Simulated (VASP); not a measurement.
Here is a VASP 6.6.1 calculation.

Contents of POSCAR:

```
BaZrO3
1.0
    4.1815000000      0.0000000000      0.0000000000
    0.0000000000      4.1815000000      0.0000000000
    0.0000000000      0.0000000000      4.1815000000
Ba Zr O
1 1 3
Direct
    0.5000000000      0.5169103619      0.5169103619
    0.0000000000      0.0000000000      0.0000000000
    0.5000000000      0.0000000000      0.0000000000
    0.0000000000      0.5000000000      0.0000000000
    0.0000000000      0.0000000000      0.5000000000
```

INCAR.step1

```
SYSTEM = BaZrO3
  PREC = Accurate
  ENCUT = 520
  ISMEAR = 0
  SIGMA = 0.05
  LREAL = .FALSE.
  LASPH = .TRUE.
  NELM = 60
  NBANDS = 28
  GGA = PE
  ALGO = Normal
  EDIFF = 1E-4
  LWAVE = .TRUE.
  LCHARG = .FALSE.
```

Contents of INCAR.step2:

```
SYSTEM = BaZrO3
  PREC = Accurate
  ENCUT = 520
  EDIFF = 1E-7
  ISMEAR = 0
  SIGMA = 0.05
  LREAL = .FALSE.
  LASPH = .TRUE.
  NELM = 60
  ALGO = Normal
  ISIF = 2
  LWAVE = .FALSE.
  LCHARG = .FALSE.
  METAGGA = R2SCAN
  LMIXTAU = .TRUE.
  NBANDS = 28
  ISTART = 1
```

The input KPOINTS:

```
regular mesh
0
G
  6 6 6
  0 0 0
```

Potentials or basis: VASP PAW PBE potentials, release 64 (Ba_sv, Zr_sv, O).

Run with:

```console
$ cat potpaw_PBE.64/Ba_sv/POTCAR potpaw_PBE.64/Zr_sv/POTCAR potpaw_PBE.64/O/POTCAR > POTCAR
$ cp INCAR.step1 INCAR
$ mpirun -np 1 vasp_std > vasp.out
$ cp INCAR.step2 INCAR
$ mpirun -np 1 vasp_std > vasp.out
```

Question: What does it give for the largest force?

Answer: 0.455 eV/Å.

Question: What does it give for the pressure?

Answer: 4.2 GPa.

Stress tensor (GPa, compression positive):
```
4.20 0.00 0.00
0.00 4.16 0.22
0.00 0.22 4.16
```

Caveat: the cell differs from its parent crystal (all Ba atoms moved -0.100 Å, as atom 1 towards its neighbour atom 3 (O) at 2.957 Å); the PAW data sets were made with another functional, which shifts forces and pressure a little.
